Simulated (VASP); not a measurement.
Here is a VASP 6.6.1 calculation.

Contents of INCAR:

```
  ALGO = Fast
  EDIFF = 1E-6
  ENCUT = 520
  GGA = PS
  ISIF = 2
  ISMEAR = 0
  LASPH = True
  LCHARG = False
  LREAL = False
  LWAVE = False
  NBANDS = 21
  NELM = 60
  PREC = Accurate
  SIGMA = 0.15
```

Contents of KPOINTS:

```
k-points
0
Gamma
  16 16 12
```

The input POSCAR:

```
W
1.0
    0.0000000000     -2.0300000000     -2.0300000000
    0.0000000000      2.0300000000     -2.0300000000
    4.0600000000      0.0000000000      0.0000000000
W
2
Direct
    0.5000000000      0.5000000000      0.5184729064
    0.0000000000      0.0000000000     -0.0184729064
```

Potentials or basis: VASP PAW PBE potentials, release 64 (W_sv).

Command:

```console
$ cat potpaw_PBE.64/W_sv/POTCAR > POTCAR
$ mpirun -np 1 vasp_std > vasp.out
```

Task: Estimate the pressure.

Result: -9.5 GPa.

Task: Estimate the band gap on the k mesh.

Result: Zero (band 14 reaches 13.04 eV, above the bottom of band 15 at 9.64 eV).

Task: What does it give for the largest force?

Result: 1.791 eV/Å.

Stress tensor (GPa, compression positive):
```
-15.57   0.00   0.00
  0.00  -6.45   0.00
  0.00   0.00  -6.45
```

Caveat: the cell differs from its parent crystal (mode 6 (197.5 1/cm) frozen in, largest displacement +0.075 Å); the PAW data sets were made with another functional, which shifts forces and pressure a little; spin-orbit coupling is left out, which moves the levels of the heavy elements.
